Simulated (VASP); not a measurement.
# CaB2 (Pn-3m) in VASP: further runs

CaB2 is run at these levels: PBE; tasks: single point, relaxation of cell and atoms.

All numbers are computed with VASP 6.6.1; they aren't measurements. Logs are shortened: lines on timing, memory, paths and dates and some standing lists are left out, and cuts for length are marked.

## Step 1: The cell of the first run

It takes space group Pn-3m (No. 224, cubic). The conventional cell has a = 4.273 Å, b = 4.273 Å, c = 4.273 Å, α = 90.00°, β = 90.00°, γ = 90.00°. Within 2.5 Å of Ca (site symmetry -43m) lie 4 B at 1.85 Å. B (site symmetry -3m) has 2 Ca at 1.85 Å within 2.5 Å.

## Step 2: Single point, PBE

File INCAR:

```
SYSTEM = CaB2
PREC     = Accurate       ! precision mode
ENCUT    = 520            ! plane-wave cutoff, eV
EDIFF    = 1E-7           ! SCF threshold, eV
ISMEAR   = 0              ! smearing method
SIGMA    = 0.1            ! smearing width, eV
LREAL    = .False.        ! projectors in reciprocal space
LASPH    = .True.         ! aspherical terms in the spheres
NELM     = 100            ! most SCF steps
ALGO     = Normal         ! electronic algorithm
ISIF     = 2              ! what is computed and relaxed
LWAVE    = .False.        ! write WAVECAR
LCHARG   = .True.         ! write CHGCAR
GGA      = PE             ! functional
LELF     = .True.         ! ELF
LVHAR    = .True.       
NBANDS   = 25             ! bands
```

File KPOINTS:

```
regular mesh
0
Gamma
  4 4 4
  0 0 0
```

File POSCAR:

```
CaB2
1.0
    4.2730948393      0.0000000000      0.0000000000
    0.0000000000      4.2730948393      0.0000000000
    0.0000000000      0.0000000000      4.2730948393
Ca B
2 4
Direct
    0.0000000000      0.0000000000      0.0000000000
    0.5000000000      0.5000000000      0.5000000000
    0.2500000000      0.2500000000      0.2500000000
    0.2500000000      0.7500000000      0.7500000000
    0.7500000000      0.7500000000      0.2500000000
    0.7500000000      0.2500000000      0.7500000000
```

Potentials or basis: VASP PAW PBE potentials, release 64 (Ca_sv, B).

Run with:

```
> cat potpaw_PBE.64/Ca_sv/POTCAR potpaw_PBE.64/B/POTCAR > POTCAR
> mpirun -np 1 vasp_std > vasp.out
```

OUTCAR:

```text
SYSTEM = CaB2
   PREC = Accurate
   ENCUT = 520
   EDIFF = 1E-7
   ISMEAR = 0
   LREAL = .False.
   LASPH = .True.
   NELM = 100
   ISIF = 2
   GGA = PE

 ion  position               nearest neighbor table
   1  0.000  0.000  0.000-   3 1.85   4 1.85   5 1.85   6 1.85
   2  0.500  0.500  0.500-   3 1.85   4 1.85   5 1.85   6 1.85
   3  0.250  0.250  0.250-   1 1.85   2 1.85
   4  0.250  0.750  0.750-   1 1.85   2 1.85
   5  0.750  0.750  0.250-   1 1.85   2 1.85
   6  0.750  0.250  0.750-   1 1.85   2 1.85

  LATTYP: Found a simple cubic cell.
 ALAT       =     4.2730948393

  Lattice vectors:

 A1 = (   4.2730948393,   0.0000000000,   0.0000000000)
 A2 = (   0.0000000000,   4.2730948393,   0.0000000000)
 A3 = (   0.0000000000,   0.0000000000,   4.2730948393)

Analysis of symmetry for initial positions (statically):
=====================================================================
 Subroutine PRICEL returns:
 Original cell was already a primitive cell.

 Routine SETGRP: Setting up the symmetry group for a
 simple cubic supercell.

 Subroutine GETGRP returns: Found 48 space group operations
 (whereof 24 operations were pure point group operations)
 out of a pool of 48 trial point group operations.

The static configuration has the point symmetry T_d .
 The point group associated with its full space group is O_h .

Analysis of symmetry for dynamics (positions and initial velocities):
=====================================================================
 Subroutine PRICEL returns:
 Original cell was already a primitive cell.

 Routine SETGRP: Setting up the symmetry group for a
 simple cubic supercell.

 Subroutine GETGRP returns: Found 48 space group operations
 (whereof 24 operations were pure point group operations)
 out of a pool of 48 trial point group operations.

The dynamic configuration has the point symmetry T_d .
 The point group associated with its full space group is O_h .

 Subroutine INISYM returns: Found 48 space group operations
 (whereof 24 operations are pure point group operations),
 and found     1 'primitive' translations

----------------------------------------------------------------------------------------

                                     Primitive cell

  volume of cell :      78.0239

  direct lattice vectors                    reciprocal lattice vectors
     4.273094839  0.000000000  0.000000000     0.234022421  0.000000000  0.000000000
     0.000000000  4.273094839  0.000000000     0.000000000  0.234022421  0.000000000
[... 82 lines left out ...]
   IBRION =     -1    ionic relax: 0-MD 1-quasi-New 2-CG
   NFREE  =      0    steps in history (QN), initial steepest desc. (CG)
   ISIF   =      2    stress and relaxation
   ISYM   =      2    0-nonsym 1-usesym 2-fastsym
   POTIM  = 0.5000    time-step for ionic-motion
   TEBEG  =    0.0;   TEEND  =   0.0 temperature during run
   PSTRESS=    0.0 pullay stress
   NELECT =      32.0000    total number of electrons
   NUPDOWN=      -1.0000    fix difference up-down
   EMIN   =  10.00;   EMAX   =-10.00  energy-range for DOS
   EFERMI =   0.00;   METHOD = LEGACY
   ISMEAR =     0;   SIGMA  =   0.10  broadening in eV -4-tet -1-fermi 0-gaus
   EFERMI_NEDOS =   21; number of points for ismear=-14 and -15
   IALGO  =     38    algorithm
   IMIX   =      4    mixing-type and parameters
     AMIX     =   0.40;   BMIX     =  1.00
     AMIX_MAG =   1.60;   BMIX_MAG =  1.00
  volume/ion in A,a.u.               =      13.00        87.76
  Fermi-wavevector in a.u.,A,eV,Ry     =   1.216323  2.298517 20.129029  1.479442
  Thomas-Fermi vector in A             =   2.351681
   LORBIT       =      0    0 simple, 1 ext, 2 COOP (PROOUT), +10 PAW based schemes
   GGA     = PE    functional components
   LHFCALC =     F    Hartree Fock is set to
   AEXX    =    0.0000 exact exchange contribution
   IVDW    =     0    specifies the selected vdW correction
   LEPSILON=     F    determine dielectric tensor
   LRPA    =     F    only Hartree local field effects (RPA)
 non-spin polarized calculation
 Gauss-broadening in eV      SIGMA  =   0.10
  energy-cutoff  :      520.00
  volume of cell :       78.02
 maximum number of plane-waves:      2176
 NGX is ok and might be reduce to    32
   NGX = 15   NGY = 15   NGZ = 15

 number of electron      31.9999989 magnetization

 Free energy of the ion-electron system (eV)
  ---------------------------------------------------
  ext. energy  EPLUGINS =         0.00000000
  ---------------------------------------------------
  free energy    TOTEN  =        -1.12111226 eV

  energy without entropy =       -1.10503792  energy(sigma->0) =       -1.11307509

 E-fermi :   3.9467     XC(G=0): -10.4620

 val. band max:        3.9166457625   @ k =   0.5000   0.5000   0.0000
 cond. band min:       4.0325874506   @ k =   0.5000   0.5000   0.5000
 fundamental gap:      0.1159416881
 Fermi energy:         3.9466747816

 k-point     1 :       0.0000    0.0000    0.0000
  band No.  band energies     occupation
      1     -35.8241      2.00000
      2     -35.8042      2.00000
      3     -17.5321      2.00000
      4     -17.5321      2.00000
      5     -17.5321      2.00000
      6     -17.4456      2.00000
[... 269 lines left out ...]
     24       7.5180      0.00000
     25       8.3335      0.00000

------------------------ aborting loop because EDIFF is reached ----------------------------------------

  FORCE on cell =-STRESS in cart. coord.  units (eV):
  Direction    XX          YY          ZZ          XY          YZ          ZX
  --------------------------------------------------------------------------------------
  -------------------------------------------------------------------------------------
  Total       25.1727324     25.1727324     25.1727324      0.0000000      0.0000000      0.0000000
  in kB      516.9081089    516.9081089    516.9081089      0.0000000      0.0000000      0.0000000
  external PRESSURE =     516.9081089 kB  Pullay stress =       0.0000000 kB

 VOLUME and BASIS-vectors are now :
 -----------------------------------------------------------------------------
  energy-cutoff  :      520.00
  volume of cell :       78.02
      direct lattice vectors                 reciprocal lattice vectors
     4.273094839  0.000000000  0.000000000     0.234022421  0.000000000  0.000000000
     0.000000000  4.273094839  0.000000000     0.000000000  0.234022421  0.000000000
     0.000000000  0.000000000  4.273094839     0.000000000  0.000000000  0.234022421

 POSITION                                       TOTAL-FORCE (eV/Angst)
 -----------------------------------------------------------------------------------
      0.00000      0.00000      0.00000        -0.000000      0.000000     -0.000000
      2.13655      2.13655      2.13655         0.000000      0.000000     -0.000000
      1.06827      1.06827      1.06827        -0.000000      0.000000      0.000000
      1.06827      3.20482      3.20482         0.000000     -0.000000      0.000000
      3.20482      3.20482      1.06827         0.000000     -0.000000     -0.000000
      3.20482      1.06827      3.20482        -0.000000     -0.000000     -0.000000
 -----------------------------------------------------------------------------------
    total drift:                               -0.000000      0.000000     -0.000000

  FREE ENERGIE OF THE ION-ELECTRON SYSTEM (eV)
  ---------------------------------------------------
  free  energy   TOTEN  =        -1.1211122612 eV

  energy  without entropy=       -1.1050379193  energy(sigma->0) =       -1.11307509
```

OSZICAR:

```text
N       E                     dE             d eps       ncg     rms          rms(c)
DAV:   1     0.277638939667E+03    0.27764E+03   -0.15301E+04   500   0.123E+03
DAV:   2     0.140654739518E+02   -0.26357E+03   -0.25277E+03   567   0.339E+02
DAV:   3    -0.146207555675E+01   -0.15528E+02   -0.14592E+02   950   0.682E+01
DAV:   4    -0.192631966483E+01   -0.46424E+00   -0.45513E+00   598   0.102E+01
DAV:   5    -0.195107779081E+01   -0.24758E-01   -0.24740E-01   763   0.182E+00    0.589E+00
DAV:   6    -0.128380494129E+01    0.66727E+00   -0.76476E-01   581   0.568E+00    0.348E+00
DAV:   7    -0.111973581065E+01    0.16407E+00   -0.27141E-01   651   0.274E+00    0.973E-01
DAV:   8    -0.111964253857E+01    0.93272E-04   -0.41359E-02   801   0.945E-01    0.356E-01
DAV:   9    -0.112118564953E+01   -0.15431E-02   -0.41929E-03   630   0.557E-01    0.107E-01
DAV:  10    -0.112110678489E+01    0.78865E-04   -0.10049E-03   628   0.228E-01    0.206E-02
DAV:  11    -0.112111175976E+01   -0.49749E-05   -0.79279E-05   707   0.607E-02    0.987E-03
DAV:  12    -0.112111270153E+01   -0.94177E-06   -0.65829E-06   783   0.170E-02    0.468E-03
DAV:  13    -0.112111240951E+01    0.29202E-06   -0.53852E-07   659   0.635E-03    0.164E-03
DAV:  14    -0.112111228044E+01    0.12907E-06   -0.36704E-08   338   0.157E-03    0.221E-04
DAV:  15    -0.112111226115E+01    0.19290E-07   -0.11436E-08   273   0.776E-04
   1 F= -.11211123E+01 E0= -.11130751E+01  d E =-.160743E-01
```

stdout:

```text
POSCAR found type information on POSCAR CaB
 POSCAR found :  2 types and       6 ions
 scaLAPACK will be used
 LDA part: xc-table for (Slater+PW92), standard interpolation
 POSCAR, INCAR and KPOINTS ok, starting setup
 FFT: planning ... GRIDC
 FFT: planning ... GRID_SOFT
 FFT: planning ... GRID
 WAVECAR not read
 entering main loop
```

It took 9.2 s on 1 thread of Intel Xeon 6975P-C (Granite Rapids), shared host; peak memory 0.17 GiB.

Results:

| Quantity | Value |
| --- | --- |
| Free energy | -1.1211 eV |
| Pressure | 51.7 GPa |
| Band gap on the k mesh | zero (band 16 reaches 4.41 eV, above the bottom of band 17 at 3.35 eV) |

Caveat: the k points lie up to 0.37 Å⁻¹ apart.

[end of part 1 of 2]
